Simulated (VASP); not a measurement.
# GaN (R3m) in VASP: a series of runs, part 2 of 2

VASP 6.6.1.

### 4 Single point, r2SCAN

Input file POSCAR:

```
GaN
1.0
    0.0000000000      2.2489367673      2.2489367673
    2.2489367673      0.0000000000      2.2489367673
    2.2489367673      2.2489367673      0.0000000000
Ga N
1 1
Direct
    0.0000000000      0.0000000000      0.0000000000
    0.7403729463      0.7532090179      0.7532090179
```

Input file INCAR.step1:

```
PREC = Accurate
ENCUT = 1460
ISMEAR = 0
SIGMA = 0.05
LREAL = F
LASPH = T
NELM = 120
NBANDS = 16
GGA = PE
ALGO = Normal
EDIFF = 1E-5
LWAVE = T
LCHARG = F
GGA_COMPAT = F
```

Input file INCAR.step2:

```
PREC = Accurate
ENCUT = 1460
EDIFF = 1E-6
ISMEAR = 0
SIGMA = 0.05
LREAL = F
LASPH = T
NELM = 120
ALGO = Normal
ISIF = 2
LWAVE = F
LCHARG = F
METAGGA = R2SCAN
LMIXTAU = T
NBANDS = 16
ISTART = 1
GGA_COMPAT = F
```

Input file KPOINTS:

```
regular mesh
0
Gamma
  10 10 10
```

Potentials or basis: VASP PAW PBE potentials, release 64 (Ga_d, N_h).

On the command line:

```sh
cat potpaw_PBE.64/Ga_d/POTCAR potpaw_PBE.64/N_h/POTCAR > POTCAR
cp INCAR.step1 INCAR
mpirun -np 1 vasp_std > vasp.out
cp INCAR.step2 INCAR
mpirun -np 1 vasp_std > vasp.out
```

OUTCAR:

```text
PREC = Accurate
   ENCUT = 1460
   EDIFF = 1E-6
   ISMEAR = 0
   LREAL = F
   LASPH = T
   NELM = 120
   ISIF = 2
   METAGGA = R2SCAN
   ISTART = 1

 ion  position               nearest neighbor table
   1  0.000  0.000  0.000-   2 1.92   2 1.96   2 1.96   2 1.96
   2  0.740  0.753  0.753-   1 1.92   1 1.96   1 1.96   1 1.96

  LATTYP: Found a face centered cubic cell.
 ALAT       =     4.4978735346

  Lattice vectors:

 A1 = (   0.0000000000,   2.2489367673,   2.2489367673)
 A2 = (   2.2489367673,   0.0000000000,   2.2489367673)
 A3 = (   2.2489367673,   2.2489367673,   0.0000000000)

Analysis of symmetry for initial positions (statically):
=====================================================================
 Subroutine PRICEL returns:
 Original cell was already a primitive cell.

 Routine SETGRP: Setting up the symmetry group for a
 face centered cubic supercell.

 Subroutine GETGRP returns: Found  6 space group operations
 (whereof  6 operations were pure point group operations)
 out of a pool of 48 trial point group operations.

The static configuration has the point symmetry C_3v.

Analysis of symmetry for dynamics (positions and initial velocities):
=====================================================================
 Subroutine PRICEL returns:
 Original cell was already a primitive cell.

 Routine SETGRP: Setting up the symmetry group for a
 face centered cubic supercell.

 Subroutine GETGRP returns: Found  6 space group operations
 (whereof  6 operations were pure point group operations)
 out of a pool of 48 trial point group operations.

The dynamic configuration has the point symmetry C_3v.

 Subroutine INISYM returns: Found  6 space group operations
 (whereof  6 operations are pure point group operations),
 and found     1 'primitive' translations

----------------------------------------------------------------------------------------

                                     Primitive cell

  volume of cell :      22.7490

  direct lattice vectors                    reciprocal lattice vectors
     0.000000000  2.248936767  2.248936767    -0.222327283  0.222327283  0.222327283
     2.248936767  0.000000000  2.248936767     0.222327283 -0.222327283  0.222327283
     2.248936767  2.248936767  0.000000000     0.222327283  0.222327283 -0.222327283

  length of vectors
     3.180476877  3.180476877  3.180476877     0.385082149  0.385082149  0.385082149

  position of ions in fractional coordinates (direct lattice)
     0.000000000  0.000000000  0.000000000
     0.740372946  0.753209018  0.753209018

  ion indices of the primitive-cell ions
   primitive index   ion index
                 1           1
                 2           2

----------------------------------------------------------------------------------------

 KPOINTS: regular mesh

Automatic generation of k-mesh.
 Grid dimensions read from file:
 generate k-points for:   10   10   10

 Generating k-lattice:

  Cartesian coordinates                     Fractional coordinates (reciprocal lattice)
    -0.022232728  0.022232728  0.022232728     0.100000000  0.000000000  0.000000000
     0.022232728 -0.022232728  0.022232728     0.000000000  0.100000000  0.000000000
     0.022232728  0.022232728 -0.022232728     0.000000000  0.000000000  0.100000000

  Length of vectors
     0.038508215  0.038508215  0.038508215

  Shift w.r.t. Gamma in fractional coordinates (k-lattice)
     0.000000000  0.000000000  0.000000000

 Subroutine IBZKPT returns following result:
 ===========================================

 Found    116 irreducible k-points:

 Following reciprocal coordinates:
            Coordinates               Weight
  0.000000  0.000000  0.000000      1.000000
  0.100000  0.000000  0.000000      2.000000
  0.000000  0.100000  0.000000      6.000000
  0.200000  0.000000  0.000000      2.000000
  0.000000  0.200000  0.000000      6.000000
  0.300000  0.000000  0.000000      2.000000
[... 16 lines left out ...]
  0.000000  0.500000  0.100000     12.000000
  0.100000  0.000000  0.500000      6.000000
 [... further k-points ...]
   k-points           NKPTS =    116   k-points in BZ     NKDIM =    116   number of bands    NBANDS=     16
   number of dos      NEDOS =    301   number of ions     NIONS =      2
   total plane-waves  NPLWV =  64000
   dimension x,y,z NGX =    40 NGY =   40 NGZ =   40
   dimension x,y,z NGXF=    80 NGYF=   80 NGZF=   80
   ions per type =               1   1
   NGX,Y,Z   is equivalent  to a cutoff of  20.91, 20.91, 20.91 a.u.
   NGXF,Y,Z  is equivalent  to a cutoff of  41.82, 41.82, 41.82 a.u.
 SYSTEM =  unknown system
   PREC   = accura    normal or accurate (medium, high low for compatibility)
   ISTART =      1    job   : 0-new  1-cont  2-samecut
   ICHARG =      0    charge: 1-file 2-atom 10-const
   ISPIN  =      1    spin polarized calculation?
   LNONCOLLINEAR =      F non collinear calculations
   LSORBIT =      F    spin-orbit coupling
   LASPH  =      T    aspherical Exc in radial PAW
   ENCUT  = 1460.0 eV 107.31 Ry   10.36 a.u.   9.91  9.91  9.91*2*pi/ulx,y,z
   NELM   =    120;   NELMIN=  2; NELMDL=  0     # of ELM steps
   EDIFF  = 0.1E-05   stopping-criterion for ELM
   LREAL  =      F    real-space projection
   EDIFFG = 0.1E-04   stopping-criterion for IOM
   NSW    =      0    number of steps for IOM
   IBRION =     -1    ionic relax: 0-MD 1-quasi-New 2-CG
   NFREE  =      0    steps in history (QN), initial steepest desc. (CG)
   ISIF   =      2    stress and relaxation
   ISYM   =      2    0-nonsym 1-usesym 2-fastsym
   POTIM  = 0.5000    time-step for ionic-motion
   TEBEG  =    0.0;   TEEND  =   0.0 temperature during run
   PSTRESS=    0.0 pullay stress
   NELECT =      18.0000    total number of electrons
   NUPDOWN=      -1.0000    fix difference up-down
   EMIN   =  10.00;   EMAX   =-10.00  energy-range for DOS
   EFERMI =   0.00;   METHOD = LEGACY
   ISMEAR =     0;   SIGMA  =   0.05  broadening in eV -4-tet -1-fermi 0-gaus
   EFERMI_NEDOS =   21; number of points for ismear=-14 and -15
   IALGO  =     38    algorithm
   IMIX   =      4    mixing-type and parameters
     AMIX     =   0.40;   BMIX     =  1.00
     AMIX_MAG =   1.60;   BMIX_MAG =  1.00
  volume/ion in A,a.u.               =      11.37        76.76
  Fermi-wavevector in a.u.,A,eV,Ry     =   1.514183  2.861391 31.194768  2.292751
  Thomas-Fermi vector in A             =   2.623875
   LORBIT       =      0    0 simple, 1 ext, 2 COOP (PROOUT), +10 PAW based schemes
   METAGGA = R2SCAN    functional components
   LHFCALC =     F    Hartree Fock is set to
   AEXX    =    0.0000 exact exchange contribution
   IVDW    =     0    specifies the selected vdW correction
   LEPSILON=     F    determine dielectric tensor
   LRPA    =     F    only Hartree local field effects (RPA)
 non-spin polarized calculation
 Gauss-broadening in eV      SIGMA  =   0.05
  energy-cutoff  :     1460.00
  volume of cell :       22.75
 maximum number of plane-waves:      2900
   NGX = 19   NGY = 19   NGZ = 19

 number of electron      17.9999999 magnetization

 Free energy of the ion-electron system (eV)
  ---------------------------------------------------
  ext. energy  EPLUGINS =         0.00000000
  ---------------------------------------------------
  free energy    TOTEN  =       -21.89596299 eV

  energy without entropy =      -21.89596299  energy(sigma->0) =      -21.89596299

 E-fermi :   5.6886     XC(G=0): -12.6617

 val. band max:        5.4067513847   @ k =   0.0000   0.0000   0.0000
 cond. band min:       7.5384891007   @ k =   0.0000   0.0000   0.0000
 fundamental gap:      2.1317377160
 Fermi energy:         5.6885886969

 k-point     1 :       0.0000    0.0000    0.0000
  band No.  band energies     occupation
      1     -11.4069      2.00000
      2      -8.4658      2.00000
      3      -8.4520      2.00000
      4      -8.4520      2.00000
      5      -8.0996      2.00000
      6      -8.0996      2.00000
[... 8 lines left out ...]
     15      25.1218      0.00000
     16      25.1218      0.00000
[... 419 lines left out ...]
 k-point    24 :       0.1000    0.0000    0.5000
  band No.  band energies     occupation
      1     -10.3870      2.00000
      2      -8.3605      2.00000
      3      -8.3367      2.00000
      4      -8.0831      2.00000
      5      -8.0540      2.00000
      6      -6.9452      2.00000
[... 8 lines left out ...]
     15      24.9974      0.00000
     16      26.5150      0.00000

 [... further k-points ...]

------------------------ aborting loop because EDIFF is reached ----------------------------------------

  FORCE on cell =-STRESS in cart. coord.  units (eV):
  Direction    XX          YY          ZZ          XY          YZ          ZX
  --------------------------------------------------------------------------------------
  -------------------------------------------------------------------------------------
  Total        0.1692108      0.1692108      0.1692108     -0.1351210      0.1351210     -0.1351210
  in kB       11.9172728     11.9172728     11.9172728     -9.5163765      9.5163765     -9.5163765
  external PRESSURE =      11.9172728 kB  Pullay stress =       0.0000000 kB

 VOLUME and BASIS-vectors are now :
 -----------------------------------------------------------------------------
  energy-cutoff  :     1460.00
  volume of cell :       22.75
      direct lattice vectors                 reciprocal lattice vectors
     0.000000000  2.248936767  2.248936767    -0.222327283  0.222327283  0.222327283
     2.248936767  0.000000000  2.248936767     0.222327283 -0.222327283  0.222327283
     2.248936767  2.248936767  0.000000000     0.222327283  0.222327283 -0.222327283

 POSITION                                       TOTAL-FORCE (eV/Angst)
 -----------------------------------------------------------------------------------
      0.00000      0.00000      0.00000         0.199895     -0.199895     -0.199895
      3.38784      3.35897      3.35897        -0.199895      0.199895      0.199895
 -----------------------------------------------------------------------------------
    total drift:                                0.000835     -0.000835     -0.000836

  FREE ENERGIE OF THE ION-ELECTRON SYSTEM (eV)
  ---------------------------------------------------
  free  energy   TOTEN  =       -21.8959629855 eV

  energy  without entropy=      -21.8959629855  energy(sigma->0) =      -21.89596299
```

OSZICAR.step1:

```text
N       E                     dE             d eps       ncg     rms          rms(c)
DAV:   1     0.140211768392E+03    0.14021E+03   -0.16020E+04  4040   0.371E+03
DAV:   2     0.774985522081E+00   -0.13944E+03   -0.12781E+03  4184   0.538E+02
DAV:   3    -0.138338115295E+02   -0.14609E+02   -0.14360E+02  4280   0.111E+02
DAV:   4    -0.141448089546E+02   -0.31100E+00   -0.31063E+00  4552   0.166E+01
DAV:   5    -0.141490747804E+02   -0.42658E-02   -0.42657E-02  4536   0.179E+00    0.770E+00
DAV:   6    -0.121468992357E+02    0.20022E+01   -0.49765E+00  5632   0.398E+01    0.207E+00
DAV:   7    -0.121500576904E+02   -0.31585E-02   -0.27777E-01  3944   0.617E+00    0.134E+00
DAV:   8    -0.121459425508E+02    0.41151E-02   -0.52195E-02  4296   0.320E+00    0.375E-01
DAV:   9    -0.121433811638E+02    0.25614E-02   -0.91427E-03  5664   0.235E+00    0.810E-02
DAV:  10    -0.121436019883E+02   -0.22082E-03   -0.91252E-04  4432   0.455E-01    0.360E-02
DAV:  11    -0.121435737068E+02    0.28281E-04   -0.15200E-04  5640   0.204E-01    0.790E-03
DAV:  12    -0.121435749846E+02   -0.12777E-05   -0.16833E-05  3896   0.600E-02
   1 F= -.12143575E+02 E0= -.12143575E+02  d E =-.422408E-19
```

Run time: 4.1 min. Hardware: 1 thread of Intel Xeon 6975P-C (Granite Rapids), shared host; peak memory 0.41 GiB.

Results:

```
Free energy            : -21.8960 eV
Pressure               : 1.2 GPa
Largest force          : 0.346 eV/Å
Band gap on the k mesh : 2.13 eV
```

Forces in eV/Å, atoms in the order of the input:
```
Ga   0.200 -0.200 -0.200
N   -0.200  0.200  0.200
```

Stress tensor (GPa, compression positive):
```
 1.19 -0.95 -0.95
-0.95  1.19  0.95
-0.95  0.95  1.19
```

Caveat: the cell differs from its parent crystal (all N atoms moved +0.025 Å, as atom 2 towards its neighbour atom 1 (Ga) at 1.948 Å); the PAW data sets were made with another functional, which shifts forces and pressure a little.

### 5 The runs side by side

```tsv
cell	gap on the mesh (eV)	pressure (GPa)	largest force (eV/Å)
as given, atomic positions A	2.05	2.3	1.66
as given, atomic positions B	2.08	1.8	1.17
as given, atomic positions C	2.13	1.2	0.35
```

Alike in all rows: task single point; level r2SCAN; potentials or basis VASP PAW PBE potentials, release 64 (Ga_d, N_h); no spin polarisation; k mesh 10 × 10 × 10; cutoff (eV) 1460; smearing gaussian 0.05 eV.

Caveats: the PAW data sets were made with another functional, which shifts forces and pressure a little.

Total energies depend on the potentials used, so only differences within one code and one set of settings carry meaning.
